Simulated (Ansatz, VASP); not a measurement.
One calculation of WS2, two programs

```
CELL_PARAMETERS angstrom
3.92820 0.00000 0.00000
0.00000 3.92820 0.00000
0.00000 0.00000 6.33342
ATOMIC_POSITIONS crystal
W 0.00000 0.50000 0.77462
W 0.50000 0.00000 0.22538
S 0.00000 0.00000 0.00000
S 0.50000 0.50000 0.00000
S 0.00000 0.50000 0.38464
S 0.50000 0.00000 0.61536
```

Alike in both runs: functional PBE; k mesh 10 × 10 × 6; occupations gaussian, width 0.1 eV; no spin polarisation.

Ansatz relaxed the structure, and its values are those at the end. VASP's run is a single point on that final structure, the one shown.

|  | VASP | Ansatz |
| --- | --- | --- |
| version | VASP 6.6.1 | Ansatz 0.2.0 |
| potentials or method | VASP PAW PBE potentials, release 64 (W_sv, S), cutoff 520 eV | scalar-relativistic, plane waves, PAW |
| valence electrons in the cell | 52 | 52 |

|  | VASP | Ansatz | Ansatz less VASP |
| --- | --- | --- | --- |
| gap on the k mesh at the Fermi level (eV) | none | none | - |
| pressure (GPa) | 0.1 | 0.0 | -0.08 |
| rms of the force components (eV/Å) | 0.006 | 0.001 | -0.0045 |

A gap of «none» marks a metal or a gap that the smearing closes. The functional is the same, so the differences come from potentials, cutoffs and numerics.

Neither program's run includes spin-orbit coupling.
